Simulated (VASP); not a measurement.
A run of VASP 6.6.1:

INCAR

```
PREC = Accurate ; ENCUT = 520
EDIFF = 1E-8 ; ISMEAR = -1
SIGMA = 0.03 ; LREAL = F
LASPH = T ; NELM = 60
ALGO = Normal ; ISIF = 2
LWAVE = F ; LCHARG = F
LEFG = T ; NBANDS = 18
```

KPOINTS

```
Automatic mesh
0
Gamma
  14 14 8
```

File POSCAR:

```
Au
1.0
    2.8999984104     -0.0289999841     -0.0289999841
   -1.4751139281      2.5259722864     -0.0106147309
   -0.0488000000     -0.0488000000      4.8800000000
Au
2
Direct
    0.3333333333      0.6666666667      0.7500000000
    0.6666666667      0.3333333333      0.2500000000
```

Potentials or basis: VASP PAW LDA potentials, release 64 (Au).

Command:

```console
$ cat potpaw_LDA.64/Au/POTCAR > POTCAR
$ mpirun -np 1 vasp_std > vasp.out
```

Hardware: 1 thread of Intel(R) Xeon(R) Platinum 8259CL CPU @ 2.50GHz (Skylake/Cascade Lake), with other jobs on the host.

Question: How long does it take, and how much memory?

Answer: It took 5.8 min on 1 thread of Intel(R) Xeon(R) Platinum 8259CL CPU @ 2.50GHz (Skylake/Cascade Lake) (shared host), peak memory 0.48 GiB. Counts: scf iterations 12, k points 788.
